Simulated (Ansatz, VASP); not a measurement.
# Hf: VASP beside Ansatz

INCAR

```
ALGO     = Normal         # electronic algorithm
EDIFF    = 1E-6           # SCF threshold, eV
ENCUT    = 520            # plane-wave cutoff, eV
GGA      = PE             # functional
ISIF     = 2              # what is computed and relaxed
ISMEAR   = -1             # smearing method
LASPH    = True           # aspherical terms in the spheres
LCHARG   = False          # write CHGCAR
LREAL    = False          # projectors in reciprocal space
LWAVE    = False          # write WAVECAR
NBANDS   = 17             # bands
NELM     = 100            # most SCF steps
PREC     = Accurate       # precision mode
SIGMA    = 0.15           # smearing width, eV
```

Contents of KPOINTS:

```
k-points
0
Gamma
  14 14 8
```

POSCAR

```
Hf
1.0
    3.2052794892      0.0000000000      0.0000000000
   -1.6026397446      2.7758534639      0.0000000000
    0.0000000000      0.0000000000      5.0644648307
Hf
2
Direct
    0.3333333333      0.6666666667      0.2500000000
    0.6666666667      0.3333333333      0.7500000000
```

Input for Ansatz:

```yaml
crystal:
  lattice:
    - [3.2052794892, 0.0, 0.0]
    - [-1.6026397446, 2.7758534639, 0.0]
    - [0.0, 0.0, 5.0644648307]
  atoms:
    - { symbol: Hf, position: [0.3333333333, 0.6666666667, 0.25] }
    - { symbol: Hf, position: [0.6666666667, 0.3333333333, 0.75] }
kpoints:
  mp_grid: { grid: [14, 14, 8] }
scf:
  occupations: { method: fermi_dirac, width: 0.15 }
hamiltonian:
  xc: pbe
  pseudopotentials: { kind: all_electron, lapw: { basis_error: 0.00025 } }
output:
  forces: true
  stress: true
  eigenvalues: true
```

Alike in both runs: task single point; functional PBE; k mesh 14 × 14 × 8; occupations fermi-dirac, width 0.15 eV; no spin polarisation.

|  | VASP | Ansatz |
| --- | --- | --- |
| version | VASP 6.6.1 | Ansatz 0.2.0 |
| potentials or method | VASP PAW PBE potentials, release 64 (Hf_pv), cutoff 520 eV | all-electron LAPW, scalar-relativistic |

|  | VASP | Ansatz | Ansatz less VASP |
| --- | --- | --- | --- |
| pressure (GPa) | -0.2 | 0.2 | +0.45 |
| traceless stress, the component that is largest in VASP (GPa) | 0.27 | 0.34 | +0.066 |

Ansatz ran all-electron here, and VASP with PAW potentials.

Spin-orbit coupling is off throughout.
